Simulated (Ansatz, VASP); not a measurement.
## One calculation of BaTiO3, two programs

```
Ba Ti O
1.0
     3.99980   -0.02000   -0.02000
    -0.02000    3.99980   -0.02000
    -0.02009   -0.02009    4.01800
Ba Ti O
1 1 3
Direct
  0.00000 0.00000 0.00000
  0.50000 0.50000 0.48200
  0.50000 0.50000 0.01600
  0.50000 0.00000 0.51500
  0.00000 0.50000 0.51500
```

Change from the starting cell: equal xy, yz and zx shear strains of -1 %.

Alike in both runs: task single point; functional PBEsol; k mesh 7 × 7 × 7; occupations fermi-dirac, width 0.08 eV; no spin polarisation.

|  | VASP | Ansatz |
| --- | --- | --- |
| version | VASP 6.6.1 | Ansatz 0.2.0 |
| potentials or method | VASP PAW PBE potentials, release 64 (Ba_sv, Ti_sv, O), cutoff 520 eV | all-electron LAPW, scalar-relativistic |

```csv
,VASP,Ansatz,Ansatz less VASP
pressure (GPa),-1.8,-3.6,-1.80
"traceless stress, the component that is largest in VASP (GPa)",1.24,1.21,-0.036
rms of the force components (eV/Å),0.114,0.123,+0.0089
```

VASP's potentials were made for PBE, not for PBEsol. Atom by atom the forces differ by 0.019 eV/Å (rms over components). Ansatz ran all-electron here, and VASP with PAW potentials.

Spin-orbit coupling is off throughout.
